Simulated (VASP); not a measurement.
A run of VASP 6.6.1 is set up as follows.

INCAR

```
PREC     = Accurate       # precision mode
ENCUT    = 520            # plane-wave cutoff, eV
EDIFF    = 1E-7           # SCF threshold, eV
ISMEAR   = 0              # smearing method
SIGMA    = 0.05           # smearing width, eV
LREAL    = Auto         
LASPH    = T              # aspherical terms in the spheres
NELM     = 80             # most SCF steps
ALGO     = Normal         # electronic algorithm
ISIF     = 2              # what is computed and relaxed
LWAVE    = F              # write WAVECAR
LCHARG   = F              # write CHGCAR
GGA      = PS             # functional
NBANDS   = 138            # bands
```

KPOINTS

```
regular mesh
0
Gamma
  2 2 1
```

POSCAR

```
Ge8H3N
1.0
    8.0044490000      0.0000000000      0.0000000000
    4.0022240000      6.9320560000      0.0000000000
    0.0000000000      0.0000000000     18.1747530000
H Ge N
6 16 2
Direct
    0.1666666218      0.1666667148      0.0550213805
    0.6666666843      0.1666667148      0.0550213805
    0.1666666218      0.6666667148      0.0550213805
    0.6666666843      0.6666667148      0.0550213805
    0.0037743181      0.4940929502      0.4434355724
    0.5221887784      0.4819759102      0.4439153588
    0.1666666218      0.1666667148      0.1403045202
    0.6666666843      0.1666667148      0.1403045202
    0.1666666218      0.6666667148      0.1403045202
    0.6666666843      0.6666667148      0.1403045202
   -0.1678812399      0.3339055541      0.1819833810
    0.3326867657      0.3329850480      0.1847958539
   -0.1683746049      0.8334768213      0.1837672842
    0.3284178209      0.8356781884      0.1870334634
   -0.1520499231      0.3299285234      0.3154534755
    0.3553156510      0.3079965020      0.3181226177
   -0.1709131365      0.8319727942      0.3182534585
    0.3772094572      0.8251919777      0.3231961942
    0.0276377655     -0.0192403235      0.3233914651
    0.5150783257      0.0006635838      0.3911666915
    0.0164153739      0.4947444164      0.3581659129
    0.5118373160      0.4861530259      0.3585064952
    0.8202152163      0.0710852596      0.5773407209
    0.8653758140      0.0551569405      0.5193996859
```

Potentials or basis: VASP PAW PBE potentials, release 64 (H, Ge_d, N).

The run is started by

```sh
$ cat potpaw_PBE.64/H/POTCAR potpaw_PBE.64/Ge_d/POTCAR potpaw_PBE.64/N/POTCAR > POTCAR
$ mpirun -np 1 vasp_std > vasp.out
```

(1) Estimate the band gap on the k mesh.

(2) What does it give for the largest force?

## Answers

(1) 0.20 eV.

(2) 1.891 eV/Å.

Caveat: the k points lie up to 0.45 Å⁻¹ apart; the standard files for N, O and F lose accuracy on very short bonds; there is no dipole correction, which matters where the two faces differ; the PAW data sets were made with another functional, which shifts forces and pressure a little.
